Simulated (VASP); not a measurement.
A run of VASP 6.6.1:

Contents of INCAR:

```
SYSTEM = MnS
PREC = Accurate ; ENCUT = 520
EDIFF = 1E-7 ; ISMEAR = 0
SIGMA = 0.2 ; LREAL = .False.
LASPH = .True. ; NELM = 150
ALGO = Normal ; ISIF = 2
LWAVE = .False. ; LCHARG = .False.
ISPIN = 2 ; MAGMOM = 4.27 0
LORBIT = 11 ; LMAXMIX = 4
GGA = PS ; NBANDS = 20
```

Contents of KPOINTS:

```
regular mesh
0
Gamma
  14 14 14
  0 0 0
```

Contents of POSCAR:

```
MnS
1.0
    0.0000000000      2.7111065296      2.7111065296
    2.7111065296      0.0000000000      2.7111065296
    2.7111065296      2.7111065296      0.0000000000
Mn S
1 1
Direct
    0.0000000000      0.0000000000      0.0000000000
    0.7500000000      0.7500000000      0.7500000000
```

Potentials or basis: VASP PAW PBE potentials, release 64 (Mn_pv, S).

The run is started by

```bash
$ cat potpaw_PBE.64/Mn_pv/POTCAR potpaw_PBE.64/S/POTCAR > POTCAR
$ mpirun -np 1 vasp_std > vasp.out
```

Hardware: 1 thread of Intel(R) Xeon(R) 6975P-C (Granite Rapids), with other jobs on the host.

Question: How long does it take, and how much memory?

Answer: It took 88 s on 1 thread of Intel(R) Xeon(R) 6975P-C (Granite Rapids), on a shared host, peak memory 0.27 GiB. Counts: scf iterations 16, k points 104.
